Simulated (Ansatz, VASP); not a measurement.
# Two plane-wave programs on ScSi2O3

```
CELL_PARAMETERS angstrom
5.76413 0.00000 0.00000
-2.88207 4.99189 0.00000
0.00000 0.00000 2.73792
ATOMIC_POSITIONS crystal
Sc 0.00000 0.00000 0.50000
Si 0.33333 0.66667 0.50000
Si 0.66667 0.33333 0.50000
O 0.35069 0.00000 0.50000
O 0.00000 0.35069 0.50000
O 0.64931 0.64931 0.50000
```

Alike in both runs: functional PBE; k mesh 6 × 6 × 4; occupations gaussian, width 0.1 eV; no spin polarisation.

Ansatz relaxed the structure, and its values are those at the end. VASP's run is a single point on that final structure, the one shown.

|  | VASP | Ansatz |
| --- | --- | --- |
| version | VASP 6.6.1 | Ansatz 0.2.0 |
| potentials or method | VASP PAW PBE potentials, release 64 (Sc_sv, Si, O), cutoff 520 eV | scalar-relativistic, plane waves, PAW |
| valence electrons in the cell | 37 | 37 |

VASP gave:

```
gap on the k mesh at the Fermi level (eV) : none
pressure (GPa)                            : 0.5
rms of the force components (eV/Å)        : 0.027
```

Task: Estimate Ansatz's values.

Result: gap on the k mesh at the Fermi level (eV): none; pressure (GPa): 0.1; rms of the force components (eV/Å): 0.004.

A gap of «none» marks a metal or a gap that the smearing closes. With one functional, cell and mesh, what is left measures potentials, basis and numerics.

The k mesh is coarse, so the values compare programs but aren't converged.
